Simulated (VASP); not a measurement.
Ge, 2 atoms in the cell. It takes space group Cmcm (No. 63, orthorhombic). Conventional cell: a = 3.206 Å, b = 5.590 Å, c = 4.074 Å, α = 90.00°, β = 90.00°, γ = 90.00°. Within 3.6 Å of Ge (site symmetry m2m) lie 12 Ge at 2.75 to 3.22 Å. This isn't the form of Ge at room conditions, which is diamond. This cell differs from its parent crystal: ratio of the length along z to the lengths across it x 0.8, volume and fractional coordinates fixed.

| Item | Value |
| --- | --- |
| Program | VASP 6.6.1 |
| Task | single point |
| Functional | PBEsol |
| Potentials or basis | VASP PAW PBE potentials, release 64 (Ge_d) |
| Cutoff | 520 eV |
| k mesh | 20 × 20 × 12 |
| Occupations | gaussian, width 0.15 eV |
| Spin | no spin polarisation |
| Dipole correction | no |
| Further INCAR settings | ALGO = Normal; EDIFF = 1e-06; NBANDS = 21 |

Potentials or basis: VASP PAW PBE potentials, release 64 (Ge_d).

The run is started by

```bash
$ cat potpaw_PBE.64/Ge_d/POTCAR > POTCAR
$ mpirun -np 1 vasp_std > vasp.out
```

Hardware: 1 thread of Intel(R) Xeon(R) 6975P-C (Granite Rapids), on a shared host.

Problem. Estimate the wall time of this run.

Solution. Wall time 2.4 min on 1 thread of Intel(R) Xeon(R) 6975P-C (Granite Rapids) (shared host), peak memory 0.52 GiB. Counts: scf iterations 11, k points 777.
